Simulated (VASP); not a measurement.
Runs of VASP 6.6.1 on S. The structure is that of space group Fm-3m (No. 225), or close to it. The cells are those of the table. 

```csv
cell,gap on the mesh (eV),pressure (GPa)
"a = 2.822, b = 2.822, c = 2.736 Å, angles 61.0, 61.0, 58.0°, 1 atom",none,(b)
"a = 2.905 Å, angles 60.0°, 1 atom",none,-11.8
"a = 2.757, b = 2.757, c = 2.778 Å, angles 59.7, 59.7, 60.5°, 1 atom",none,-1.5
"a = 2.799, b = 2.799, c = 2.778 Å, angles 60.3, 60.3, 59.5°, 1 atom",none,-4.2
"a = 2.799, b = 2.799, c = 2.820 Å, angles 59.8, 59.8, 60.5°, 1 atom",none,(a)
"a = 2.778, b = 2.778, c = 2.736 Å, angles 60.5, 60.5, 59.0°, 1 atom",none,-1.5
"a = 2.842, b = 2.842, c = 2.778 Å, angles 60.7, 60.7, 58.5°, 1 atom",none,-6.5
"a = 2.757, b = 2.757, c = 2.736 Å, angles 60.3, 60.3, 59.5°, 1 atom",none,0.0
```

Alike in all rows: task single point; level LDA; potentials or basis VASP PAW LDA potentials, release 64 (S); no spin polarisation; k mesh 20 × 20 × 20; cutoff (eV) 520; smearing gaussian 0.15 eV.

Q: Estimate the missing entries.

A: (a) -5.4; (b) -4.1.

A gap of «none» marks levels without a gap at the run's occupations.
